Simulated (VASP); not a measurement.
**SiC: single point with PBE**

SiC:

```
CELL_PARAMETERS angstrom
3.09188 0.00000 0.00000
-1.54594 2.67765 0.00000
0.00000 0.00000 5.07489
ATOMIC_POSITIONS crystal
Si 0.33333 0.66667 0.00459
Si 0.66667 0.33333 0.50459
C 0.33333 0.66667 0.38041
C 0.66667 0.33333 0.88041
```

```
Program             : VASP 6.6.1
Task                : single point
Functional          : PBE
Potentials or basis : VASP PAW PBE potentials, release 64 (Si, C)
Cutoff              : 600 eV
k mesh              : 12 × 12 × 6
Occupations         : gaussian, width 0.02 eV
Spin                : no spin polarisation
```

- Pressure: -0.2 GPa
- Band gap on the k mesh: 2.30 eV (least direct gap 3.94 eV)

Levels at points of the mesh, in eV from the valence-band top:
| k point | band 4 | band 5 | band 6 | band 7 | band 8 | band 9 | band 10 | band 11 | band 12 | band 13 |
| --- | --- | --- | --- | --- | --- | --- | --- | --- | --- | --- |
| (0.00, 0.00, 0.00) | -1.31 | -1.31 | -0.11 | 0.00 | 0.00 | 4.68 | 6.04 | 6.58 | 6.58 | 7.61 |
| (0.50, 0.00, 0.00) | -6.25 | -5.37 | -3.29 | -3.24 | -1.19 | 2.75 | 4.21 | 6.76 | 7.07 | 9.90 |
| (0.00, 0.00, 0.50) | -4.41 | -0.71 | -0.71 | -0.71 | -0.71 | 5.76 | 5.76 | 7.27 | 7.27 | 7.27 |
| (0.50, 0.00, 0.50) | -8.19 | -2.42 | -2.42 | -2.31 | -2.31 | 3.25 | 3.25 | 5.19 | 5.19 | 10.26 |

It took 94 s on 1 thread of Intel Xeon 8259CL, on a shared host, peak memory 0.2 GiB.

A k mesh can miss the band edges. As with any semilocal functional, this PBE gap is likely too small.
